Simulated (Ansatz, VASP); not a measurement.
**Ca3SbP in VASP and in Ansatz**

Contents of INCAR:

```
SYSTEM = Ca3SbP
  ALGO = Normal
  EDIFF = 1E-6
  ENCUT = 520
  ISIF = 2
  ISMEAR = 0
  LASPH = .TRUE.
  LCHARG = .FALSE.
  LREAL = .FALSE.
  LWAVE = .FALSE.
  NBANDS = 28
  NELM = 80
  PREC = Accurate
  SIGMA = 0.05
```

The input KPOINTS:

```
k-points
0
G
  6 6 6
  0 0 0
```

Contents of POSCAR:

```
Ca3SbP
1.0
    5.3393199531      0.0000000000      0.0000000000
    0.0000000000      5.3393199531      0.0000000000
    0.0000000000      0.0000000000      5.3393199531
Ca Sb P
3 1 1
Direct
    0.0000000000      0.5000000000      0.5000000000
    0.5000000000      0.0000000000      0.5000000000
    0.5000000000      0.5000000000      0.0000000000
    0.0000000000      0.0000000000      0.0000000000
    0.5000000000      0.5000000000      0.5000000000
```

Input for Ansatz:

```yaml
crystal:
  lattice:
    - [5.3393199531, 0.0, 0.0]
    - [0.0, 5.3393199531, 0.0]
    - [0.0, 0.0, 5.3393199531]
  atoms:
    - { symbol: Ca, position: [0.0, 0.5, 0.5] }
    - { symbol: Ca, position: [0.5, 0.0, 0.5] }
    - { symbol: Ca, position: [0.5, 0.5, 0.0] }
    - { symbol: Sb, position: [0.0, 0.0, 0.0] }
    - { symbol: P, position: [0.5, 0.5, 0.5] }
basis:
  ecutwfc: 420
kpoints:
  mp_grid: { grid: [6, 6, 6] }
hamiltonian:
  xc: lda
scf:
  occupations: { method: gaussian, width: 0.05 }
output:
  forces: true
  stress: true
  eigenvalues: true
```

Change from the starting cell: mode 1 frozen in at +0.000 Å, equal normal strain along x, y and z +0.0167.

Alike in both runs: task single point; functional LDA; k mesh 6 × 6 × 6; occupations gaussian, width 0.05 eV; no spin polarisation.

|  | VASP | Ansatz |
| --- | --- | --- |
| version | VASP 6.6.1 | Ansatz 0.2.0 |
| potentials or method | VASP PAW LDA potentials, release 64 (Ca_sv, Sb, P), cutoff 520 eV | scalar-relativistic, plane waves, PAW |
| valence electrons in the cell | 40 | 50 |

```csv
,VASP,Ansatz,Ansatz less VASP
gap on the k mesh at the Fermi level (eV),0.55,0.56,+0.011
least direct gap on the mesh (eV),0.55,0.56,+0.011
pressure (GPa),-1.9,-2.0,-0.14
```

LDA's correlation is that of Perdew and Zunger in VASP and of Perdew and Wang (1992) in Ansatz. VASP's potentials hold 40 valence electrons a cell and Ansatz's 50, so a difference there can come from the potentials and not from the codes.

Neither program's run includes spin-orbit coupling.
